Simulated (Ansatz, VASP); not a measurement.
One calculation of TiAl, two programs

The input POSCAR:

```
TiAl
1.0
    2.8672622327      0.0000000000      0.0000000000
   -1.4336311163      2.8089075304      0.0000000000
    0.0000000000      0.0000000000      4.6780830000
Ti Al
1 1
Direct
    0.0000000000      0.0000000000      0.0000000000
    0.3333333333      0.6666666667      0.5000000000
```

File INCAR.step1:

```
SYSTEM = TiAl
PREC = Accurate
ENCUT = 550
ISMEAR = 0
SIGMA = 0.15
LREAL = .FALSE.
LASPH = .TRUE.
NELM = 120
NBANDS = 14
GGA = PE
ALGO = Normal
EDIFF = 1E-5
LWAVE = .TRUE.
LCHARG = .FALSE.
GGA_COMPAT = .FALSE.
```

INCAR.step2

```
SYSTEM = TiAl
PREC = Accurate
ENCUT = 550
EDIFF = 1E-6
ISMEAR = 0
SIGMA = 0.15
LREAL = .FALSE.
LASPH = .TRUE.
NELM = 120
ALGO = Normal
ISIF = 2
LWAVE = .FALSE.
LCHARG = .FALSE.
METAGGA = R2SCAN
LMIXTAU = .TRUE.
NBANDS = 14
ISTART = 1
GGA_COMPAT = .FALSE.
```

Contents of KPOINTS:

```
regular mesh
0
G
  18 18 10
  0 0 0
```

Input for Ansatz:

```yaml
crystal:
  lattice:
    - [2.8672622327, 0.0, 0.0]
    - [-1.4336311163, 2.8089075304, 0.0]
    - [0.0, 0.0, 4.678083]
  atoms:
    - { symbol: Ti, position: [0.0, 0.0, 0.0] }
    - { symbol: Al, position: [0.3333333333, 0.6666666667, 0.5] }
basis:
  ecutwfc: 500
kpoints:
  mp_grid: { grid: [18, 18, 10] }
hamiltonian:
  xc: r2scan
scf:
  occupations: { method: gaussian, width: 0.15 }
output:
  forces: true
  stress: true
  eigenvalues: true
```

Change from the starting cell: strain +0.1312 x Voigt [0, 1, 0, 0, 0, 0], atoms carried along.

Alike in both runs: task single point; functional r2SCAN; k mesh 18 × 18 × 10; occupations gaussian, width 0.15 eV; no spin polarisation.

```csv
,VASP,Ansatz
version,VASP 6.6.1,Ansatz 0.2.0
potentials or method,"VASP PAW PBE potentials, release 64 (Ti_sv, Al), cutoff 550 eV","scalar-relativistic, plane waves, PAW"
valence electrons in the cell,15,15
```

|  | VASP | Ansatz | Ansatz less VASP |
| --- | --- | --- | --- |
| gap on the k mesh at the Fermi level (eV) | none | none | - |
| pressure (GPa) | -10.7 | -10.8 | -0.06 |
| traceless stress, the component that is largest in VASP (GPa) | -6.21 | -6.20 | +0.016 |
| rms of the force components (eV/Å) | 0.126 | 0.125 | -0.0010 |

VASP's potentials were made for PBE, not for r2SCAN. Atom by atom the forces differ by 0.001 eV/Å (rms over components). A gap of «none» marks a metal or a gap that the smearing closes. With one functional, cell and mesh, what is left measures potentials, basis and numerics.
